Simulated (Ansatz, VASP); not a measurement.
## One calculation of Mg2CdO3, two programs

```
Mg Cd O
1.0
     3.12628    0.00000    0.00000
    -1.56314    2.70744    0.00000
     0.00000    0.00000    7.77787
Mg Cd O
2 1 3
Cartesian
  0.0000 1.8050 2.6722
  1.5631 0.9025 5.1056
  0.0000 0.0000 0.0000
  1.5631 0.9025 1.5148
  0.0000 1.8050 6.2630
  0.0000 0.0000 3.8889
```

Alike in both runs: functional PBE; k mesh 4 × 4 × 2; occupations gaussian, width 0.15 eV; no spin polarisation.

Ansatz relaxed the structure, and its values are those at the end. VASP's run is a single point on that final structure, the one shown.

|  | VASP | Ansatz |
| --- | --- | --- |
| version | VASP 6.6.1 | Ansatz 0.2.0 |
| potentials or method | VASP PAW PBE potentials, release 64 (Mg, Cd, O), cutoff 520 eV | scalar-relativistic, plane waves, PAW |
| valence electrons in the cell | 34 | 58 |

Ansatz gave:

| Quantity | Value |
| --- | --- |
| gap on the k mesh at the Fermi level (eV) | 1.93 |
| least direct gap on the mesh (eV) | 2.07 |
| pressure (GPa) | -0.6 |
| rms of the force components (eV/Å) | 0.005 |

Problem. Estimate VASP's values.

Solution. gap on the k mesh at the Fermi level (eV): 1.92; least direct gap on the mesh (eV): 2.06; pressure (GPa): -0.4; rms of the force components (eV/Å): 0.043.

With one functional, cell and mesh, what is left measures potentials, basis and numerics. VASP's potentials hold 34 valence electrons a cell and Ansatz's 58, so a difference there can come from the potentials and not from the codes.

The k mesh is coarse, so the values compare programs but aren't converged.
